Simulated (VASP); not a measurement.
# CdS (I-4m2) in VASP: single point with r2SCAN

Aim: the single point of CdS with r2SCAN.

Program: VASP 6.6.1. These are calculated values, not measurements. Logs are shortened: lines on timing, memory, paths and dates and some standing lists are left out, and cuts for length are marked.

## 1. The cell of the first run

It takes space group I-4m2 (No. 119, tetragonal). Conventional cell: a = 4.049 Å, b = 4.049 Å, c = 6.012 Å, α = 90.00°, β = 90.00°, γ = 90.00°. Cd (site symmetry -4m2) has 4 S at 2.52 Å within 3.3 Å. S (site symmetry -4m2) has 4 Cd at 2.52 Å within 3.3 Å.

## 2. Single point, r2SCAN

The input, POSCAR:

```
CdS
1.0
    0.0000000000      2.8630563072      3.0062091226
    2.8630563072      0.0000000000      3.0062091226
    2.8630563072      2.8630563072      0.0000000000
Cd S
1 1
Direct
    0.0000000000      0.0000000000      0.0000000000
    0.7500000000      0.7500000000      0.7500000000
```

The input, INCAR.step1:

```
ALGO     = Normal         # electronic algorithm
EDIFF    = 1E-4           # SCF threshold, eV
ENCUT    = 520            # plane-wave cutoff, eV
GGA      = PE             # functional
ISMEAR   = 0              # smearing method
LASPH    = True           # aspherical terms in the spheres
LCHARG   = False          # write CHGCAR
LREAL    = False          # projectors in reciprocal space
LWAVE    = True           # write WAVECAR
NBANDS   = 16             # bands
NELM     = 80             # most SCF steps
PREC     = Accurate       # precision mode
SIGMA    = 0.05           # smearing width, eV
```

The input, INCAR.step2:

```
ALGO     = Normal         # electronic algorithm
EDIFF    = 1E-7           # SCF threshold, eV
ENCUT    = 520            # plane-wave cutoff, eV
ISIF     = 2              # what is computed and relaxed
ISMEAR   = 0              # smearing method
ISTART   = 1            
LASPH    = True           # aspherical terms in the spheres
LCHARG   = False          # write CHGCAR
LMIXTAU  = True         
LREAL    = False          # projectors in reciprocal space
LWAVE    = False          # write WAVECAR
METAGGA  = R2SCAN         # meta-GGA
NBANDS   = 16             # bands
NELM     = 80             # most SCF steps
PREC     = Accurate       # precision mode
SIGMA    = 0.05           # smearing width, eV
```

The input, KPOINTS:

```
k-points
0
Gamma
  10 10 10
```

Potentials or basis: VASP PAW PBE potentials, release 64 (Cd, S).

Launch:

```sh
cat potpaw_PBE.64/Cd/POTCAR potpaw_PBE.64/S/POTCAR > POTCAR
cp INCAR.step1 INCAR
mpirun -np 1 vasp_std > vasp.out
cp INCAR.step2 INCAR
mpirun -np 1 vasp_std > vasp.out
```

OUTCAR:

```text
EDIFF = 1E-7
   ENCUT = 520
   ISIF = 2
   ISMEAR = 0
   ISTART = 1
   LASPH = True
   LREAL = False
   METAGGA = R2SCAN
   NELM = 80
   PREC = Accurate

 ion  position               nearest neighbor table
   1  0.000  0.000  0.000-   2 2.52   2 2.52   2 2.52   2 2.52
   2  0.750  0.750  0.750-   1 2.52   1 2.52   1 2.52   1 2.52

  LATTYP: Found a body centered tetragonal cell.
 ALAT       =     4.0489730595
 C/A-ratio  =     1.4849242405

  Lattice vectors:

 A1 = (  -2.8630563072,   0.0000000000,   3.0062091226)
 A2 = (   2.8630563072,   0.0000000000,   3.0062091226)
 A3 = (   0.0000000000,   2.8630563072,  -3.0062091226)

Analysis of symmetry for initial positions (statically):
=====================================================================
 Subroutine PRICEL returns:
 Original cell was already a primitive cell.

 Routine SETGRP: Setting up the symmetry group for a
 body centered tetragonal supercell.

 Subroutine GETGRP returns: Found  8 space group operations
 (whereof  8 operations were pure point group operations)
 out of a pool of 16 trial point group operations.

The static configuration has the point symmetry D_2d.

Analysis of symmetry for dynamics (positions and initial velocities):
=====================================================================
 Subroutine PRICEL returns:
 Original cell was already a primitive cell.

 Routine SETGRP: Setting up the symmetry group for a
 body centered tetragonal supercell.

 Subroutine GETGRP returns: Found  8 space group operations
 (whereof  8 operations were pure point group operations)
 out of a pool of 16 trial point group operations.

The dynamic configuration has the point symmetry D_2d.

 Subroutine INISYM returns: Found  8 space group operations
 (whereof  8 operations are pure point group operations),
 and found     1 'primitive' translations

----------------------------------------------------------------------------------------

                                     Primitive cell

  volume of cell :      49.2843

  direct lattice vectors                    reciprocal lattice vectors
     0.000000000  2.863056307  3.006209123    -0.174638549  0.174638549  0.166322428
     2.863056307  0.000000000  3.006209123     0.174638549 -0.174638549  0.166322428
     2.863056307  2.863056307  0.000000000     0.174638549  0.174638549 -0.166322428

  length of vectors
     4.151431645  4.151431645  4.048973059     0.297758956  0.297758956  0.297758956

  position of ions in fractional coordinates (direct lattice)
     0.000000000  0.000000000  0.000000000
     0.750000000  0.750000000  0.750000000

  ion indices of the primitive-cell ions
   primitive index   ion index
                 1           1
                 2           2

----------------------------------------------------------------------------------------

 KPOINTS: k-points

Automatic generation of k-mesh.
 Grid dimensions read from file:
 generate k-points for:   10   10   10

 Generating k-lattice:

  Cartesian coordinates                     Fractional coordinates (reciprocal lattice)
    -0.017463855  0.017463855  0.016632243     0.100000000  0.000000000  0.000000000
     0.017463855 -0.017463855  0.016632243     0.000000000  0.100000000  0.000000000
     0.017463855  0.017463855 -0.016632243     0.000000000  0.000000000  0.100000000

  Length of vectors
     0.029775896  0.029775896  0.029775896

  Shift w.r.t. Gamma in fractional coordinates (k-lattice)
     0.000000000  0.000000000  0.000000000

 Subroutine IBZKPT returns following result:
 ===========================================

 Found    102 irreducible k-points:

 Following reciprocal coordinates:
            Coordinates               Weight
  0.000000  0.000000  0.000000      1.000000
  0.100000  0.000000  0.000000      8.000000
  0.200000  0.000000  0.000000      8.000000
  0.300000  0.000000  0.000000      8.000000
  0.400000  0.000000  0.000000      8.000000
  0.500000  0.000000  0.000000      4.000000
[... 16 lines left out ...]
  0.300000  0.300000  0.000000      2.000000
  0.400000  0.300000  0.000000      8.000000
 [... further k-points ...]
   k-points           NKPTS =    102   k-points in BZ     NKDIM =    102   number of bands    NBANDS=     16
   number of dos      NEDOS =    301   number of ions     NIONS =      2
   total plane-waves  NPLWV =  30720
   dimension x,y,z NGX =    32 NGY =   32 NGZ =   30
   dimension x,y,z NGXF=    64 NGYF=   64 NGZF=   60
   ions per type =               1   1
   NGX,Y,Z   is equivalent  to a cutoff of  12.81, 12.81, 12.32 a.u.
   NGXF,Y,Z  is equivalent  to a cutoff of  25.63, 25.63, 24.64 a.u.
 SYSTEM =  unknown system
   PREC   = accura    normal or accurate (medium, high low for compatibility)
   ISTART =      1    job   : 0-new  1-cont  2-samecut
   ICHARG =      0    charge: 1-file 2-atom 10-const
   ISPIN  =      1    spin polarized calculation?
   LNONCOLLINEAR =      F non collinear calculations
   LSORBIT =      F    spin-orbit coupling
   LASPH  =      T    aspherical Exc in radial PAW
   ENCUT  =  520.0 eV  38.22 Ry    6.18 a.u.   7.72  7.72  7.53*2*pi/ulx,y,z
   NELM   =     80;   NELMIN=  2; NELMDL=  0     # of ELM steps
   EDIFF  = 0.1E-06   stopping-criterion for ELM
   LREAL  =      F    real-space projection
   EDIFFG = 0.1E-05   stopping-criterion for IOM
   NSW    =      0    number of steps for IOM
   IBRION =     -1    ionic relax: 0-MD 1-quasi-New 2-CG
   NFREE  =      0    steps in history (QN), initial steepest desc. (CG)
   ISIF   =      2    stress and relaxation
   ISYM   =      2    0-nonsym 1-usesym 2-fastsym
   POTIM  = 0.5000    time-step for ionic-motion
   TEBEG  =    0.0;   TEEND  =   0.0 temperature during run
   PSTRESS=    0.0 pullay stress
   NELECT =      18.0000    total number of electrons
   NUPDOWN=      -1.0000    fix difference up-down
   EMIN   =  10.00;   EMAX   =-10.00  energy-range for DOS
   EFERMI =   0.00;   METHOD = LEGACY
   ISMEAR =     0;   SIGMA  =   0.05  broadening in eV -4-tet -1-fermi 0-gaus
   EFERMI_NEDOS =   21; number of points for ismear=-14 and -15
   IALGO  =     38    algorithm
   IMIX   =      4    mixing-type and parameters
     AMIX     =   0.40;   BMIX     =  1.00
     AMIX_MAG =   1.60;   BMIX_MAG =  1.00
  volume/ion in A,a.u.               =      24.64       166.29
  Fermi-wavevector in a.u.,A,eV,Ry     =   1.170207  2.211371 18.631605  1.369384
  Thomas-Fermi vector in A             =   2.306669
   LORBIT       =      0    0 simple, 1 ext, 2 COOP (PROOUT), +10 PAW based schemes
   METAGGA = R2SCAN    functional components
   LHFCALC =     F    Hartree Fock is set to
   AEXX    =    0.0000 exact exchange contribution
   IVDW    =     0    specifies the selected vdW correction
   LEPSILON=     F    determine dielectric tensor
   LRPA    =     F    only Hartree local field effects (RPA)
 non-spin polarized calculation
 Gauss-broadening in eV      SIGMA  =   0.05
  energy-cutoff  :      520.00
  volume of cell :       49.28
 maximum number of plane-waves:      1355
   NGX = 15   NGY = 15   NGZ = 15

 number of electron      18.0000003 magnetization

 Free energy of the ion-electron system (eV)
  ---------------------------------------------------
  ext. energy  EPLUGINS =         0.00000000
  ---------------------------------------------------
  free energy    TOTEN  =       -29.66989887 eV

  energy without entropy =      -29.66989887  energy(sigma->0) =      -29.66989887

 E-fermi :   1.3890     XC(G=0):  -9.7690

 val. band max:        1.1588078360   @ k =   0.0000   0.0000   0.0000
 cond. band min:       2.7093955971   @ k =   0.0000   0.0000   0.0000
 fundamental gap:      1.5505877610
 Fermi energy:         1.3890430384

 k-point     1 :       0.0000    0.0000    0.0000
  band No.  band energies     occupation
      1     -11.8065      2.00000
      2      -6.9040      2.00000
      3      -6.8710      2.00000
      4      -6.8710      2.00000
      5      -6.3705      2.00000
      6      -6.3530      2.00000
[... 8 lines left out ...]
     15      13.1712      0.00000
     16      13.4810      0.00000

 k-point     2 :       0.1000    0.0000    0.0000
  band No.  band energies     occupation
      1     -11.7649      2.00000
      2      -6.8835      2.00000
      3      -6.8551      2.00000
      4      -6.8398      2.00000
      5      -6.3697      2.00000
      6      -6.3551      2.00000
[... 8 lines left out ...]
     15      12.9378      0.00000
     16      13.6452      0.00000

 k-point     3 :       0.2000    0.0000    0.0000
  band No.  band energies     occupation
      1     -11.6555      2.00000
      2      -6.8416      2.00000
      3      -6.8155      2.00000
      4      -6.7213      2.00000
      5      -6.3633      2.00000
      6      -6.3576      2.00000
[... 8 lines left out ...]
     15      12.3967      0.00000
     16      13.3040      0.00000

 k-point     4 :       0.3000    0.0000    0.0000
  band No.  band energies     occupation
      1     -11.5199      2.00000
      2      -6.8015      2.00000
      3      -6.7722      2.00000
      4      -6.4893      2.00000
      5      -6.3529      2.00000
      6      -6.3423      2.00000
[... 8 lines left out ...]
     15      12.5506      0.00000
     16      12.8682      0.00000

 k-point     5 :       0.4000    0.0000    0.0000
  band No.  band energies     occupation
      1     -11.4105      2.00000
      2      -6.7771      2.00000
      3      -6.7435      2.00000
      4      -6.3408      2.00000
      5      -6.3280      2.00000
      6      -6.1578      2.00000
[... 8 lines left out ...]
     15      13.4127      0.00000
     16      13.6161      0.00000

 k-point     6 :       0.5000    0.0000    0.0000
  band No.  band energies     occupation
      1     -11.3690      2.00000
      2      -6.7697      2.00000
      3      -6.7344      2.00000
      4      -6.3339      2.00000
      5      -6.3138      2.00000
      6      -5.9718      2.00000
[... 8 lines left out ...]
     15      14.1744      0.00000
     16      14.4143      0.00000
[... 267 lines left out ...]
 k-point    21 :      -0.3000    0.2000    0.0000
  band No.  band energies     occupation
      1     -11.3709      2.00000
      2      -6.7354      2.00000
      3      -6.6993      2.00000
      4      -6.3906      2.00000
      5      -6.3726      2.00000
      6      -6.0698      2.00000
[... 8 lines left out ...]
     15      14.2063      0.00000
     16      14.8993      0.00000

 k-point    22 :      -0.2000    0.2000    0.0000
  band No.  band energies     occupation
      1     -11.4703      2.00000
      2      -6.7608      2.00000
      3      -6.7494      2.00000
      4      -6.4987      2.00000
      5      -6.3827      2.00000
      6      -6.2498      2.00000
[... 8 lines left out ...]
     15      13.8739      0.00000
     16      14.7409      0.00000

 k-point    23 :       0.3000    0.3000    0.0000
  band No.  band energies     occupation
      1     -11.4440      2.00000
      2      -6.6464      2.00000
      3      -6.6464      2.00000
      4      -6.6409      2.00000
      5      -6.3638      2.00000
      6      -6.3032      2.00000
[... 8 lines left out ...]
     15      13.9192      0.00000
     16      17.1165      0.00000

 k-point    24 :       0.4000    0.3000    0.0000
  band No.  band energies     occupation
      1     -11.3600      2.00000
      2      -6.6557      2.00000
      3      -6.6004      2.00000
      4      -6.5429      2.00000
      5      -6.2967      2.00000
      6      -6.2204      2.00000
[... 8 lines left out ...]
     15      14.1976      0.00000
     16      16.3977      0.00000

 [... further k-points ...]

------------------------ aborting loop because EDIFF is reached ----------------------------------------

  FORCE on cell =-STRESS in cart. coord.  units (eV):
  Direction    XX          YY          ZZ          XY          YZ          ZX
  --------------------------------------------------------------------------------------
  -------------------------------------------------------------------------------------
  Total        0.7657406      0.7657406      0.4884935      0.0000000      0.0000000     -0.0000000
  in kB       24.8933484     24.8933484     15.8803638      0.0000000      0.0000000     -0.0000000
  external PRESSURE =      21.8890202 kB  Pullay stress =       0.0000000 kB

 VOLUME and BASIS-vectors are now :
 -----------------------------------------------------------------------------
  energy-cutoff  :      520.00
  volume of cell :       49.28
      direct lattice vectors                 reciprocal lattice vectors
     0.000000000  2.863056307  3.006209123    -0.174638549  0.174638549  0.166322428
     2.863056307  0.000000000  3.006209123     0.174638549 -0.174638549  0.166322428
     2.863056307  2.863056307  0.000000000     0.174638549  0.174638549 -0.166322428

 POSITION                                       TOTAL-FORCE (eV/Angst)
 -----------------------------------------------------------------------------------
      0.00000      0.00000      0.00000        -0.000000     -0.000000     -0.000000
      4.29458      4.29458      4.50931         0.000000      0.000000      0.000000
 -----------------------------------------------------------------------------------
    total drift:                                0.000037      0.000037      0.000031

  FREE ENERGIE OF THE ION-ELECTRON SYSTEM (eV)
  ---------------------------------------------------
  free  energy   TOTEN  =       -29.6698988655 eV

  energy  without entropy=      -29.6698988655  energy(sigma->0) =      -29.66989887
```

Wall time 3.1 min (1 thread of Intel Xeon Platinum 8488C (Sapphire Rapids), shared host); peak memory 0.23 GiB.

What came out:

```
Free energy            : -29.6699 eV
Pressure               : 2.2 GPa
Band gap on the k mesh : 1.55 eV
```

Stress tensor (GPa, compression positive):
```
2.49 0.00 0.00
0.00 2.49 0.00
0.00 0.00 1.59
```

Levels at points of the mesh, in eV from the valence-band top:
```
           k point  band 6  band 7  band 8  band 9  band 10  band 11  band 12  band 13
(0.00, 0.00, 0.00)   -7.51   -0.16    0.00    0.00     1.55     7.03     7.04     7.04
(0.50, 0.00, 0.00)   -7.13   -4.55   -0.93   -0.72     3.41     7.26     7.64     7.89
(0.50, 0.50, 0.00)   -7.13   -4.26   -1.86   -1.86     3.92     5.00     9.43    11.63
(0.50, 0.00, 0.50)   -7.03   -3.95   -2.11   -2.01     3.72     4.57     9.95    11.15
```

Caveat: the PAW data sets were made with another functional, which shifts forces and pressure a little.
